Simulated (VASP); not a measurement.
Write the native input for VASP 6.6.1 that does the following.

| Item | Value |
| --- | --- |
| Task | density of states |
| Functional | PBE |
| Potentials or basis | VASP PAW PBE potentials, release 64 (Ti_sv) |
| Cutoff | 520 eV |
| k mesh | 10 × 10 × 6 |
| Occupations | fermi-dirac, width 0.025 eV |
| Spin | no spin polarisation |
| Dipole correction | no |
| k mesh for the DOS | 15 × 15 × 9 |
| Occupations for the DOS | tetrahedron |
| Further INCAR settings | ALGO = Fast; EDIFF = 1e-07; NBANDS = 19 |

Ti:

```
CELL_PARAMETERS angstrom
2.95000 0.00000 0.00000
-1.47500 2.55477 0.00000
0.00000 0.00000 4.68000
ATOMIC_POSITIONS crystal
Ti 0.66667 0.33333 0.75000
Ti 0.33333 0.66667 0.25000
```

One way to write it, as run:

POSCAR

```
Ti
1.0
    2.9500000000      0.0000000000      0.0000000000
   -1.4750000000      2.5547749412      0.0000000000
    0.0000000000      0.0000000000      4.6800000000
Ti
2
Direct
    0.6666666667      0.3333333333      0.7500000000
    0.3333333333      0.6666666667      0.2500000000
```

INCAR.step1

```
SYSTEM = Ti
PREC     = Accurate       ! precision mode
ENCUT    = 520            ! plane-wave cutoff, eV
EDIFF    = 1E-7           ! SCF threshold, eV
ISMEAR   = -1             ! smearing method
SIGMA    = 0.025          ! smearing width, eV
LREAL    = .False.        ! projectors in reciprocal space
LASPH    = .True.         ! aspherical terms in the spheres
NELM     = 80             ! most SCF steps
ALGO     = Fast           ! electronic algorithm
ISIF     = 2              ! what is computed and relaxed
LWAVE    = .False.        ! write WAVECAR
LCHARG   = .True.         ! write CHGCAR
LMAXMIX  = 4              ! l up to which the mixer works
GGA      = PE             ! functional
NBANDS   = 19             ! bands
```

KPOINTS.step1

```
Automatic mesh
0
Gamma
  10 10 6
  0 0 0
```

INCAR.step2

```
SYSTEM = Ti
PREC     = Accurate       ! precision mode
ENCUT    = 520            ! plane-wave cutoff, eV
EDIFF    = 1E-7           ! SCF threshold, eV
ISMEAR   = -5             ! smearing method
SIGMA    = 0.025          ! smearing width, eV
LREAL    = .False.        ! projectors in reciprocal space
LASPH    = .True.         ! aspherical terms in the spheres
NELM     = 80             ! most SCF steps
ALGO     = Fast           ! electronic algorithm
ISIF     = 2              ! what is computed and relaxed
LWAVE    = .False.        ! write WAVECAR
LCHARG   = .False.        ! write CHGCAR
LMAXMIX  = 4              ! l up to which the mixer works
GGA      = PE             ! functional
LORBIT   = 11             ! projections on sites
NBANDS   = 19             ! bands
NEDOS    = 1001           ! points of the DOS
ICHARG   = 11             ! starting density
```

KPOINTS.step2

```
Automatic mesh
0
Gamma
  15 15 9
  0 0 0
```

Potentials or basis: VASP PAW PBE potentials, release 64 (Ti_sv).

Launch:

```sh
$ cat potpaw_PBE.64/Ti_sv/POTCAR > POTCAR
$ cp INCAR.step1 INCAR
$ cp KPOINTS.step1 KPOINTS
$ mpirun -np 1 vasp_std > vasp.out
$ cp INCAR.step2 INCAR
$ cp KPOINTS.step2 KPOINTS
$ mpirun -np 1 vasp_std > vasp.out
```

Results of the run:

```
Valence electrons inside the program's atomic spheres : Ti 10.23
```

Wall time 110 s on 1 thread of Intel(R) Xeon(R) 6975P-C (Granite Rapids), on a shared host, peak memory 0.19 GiB.
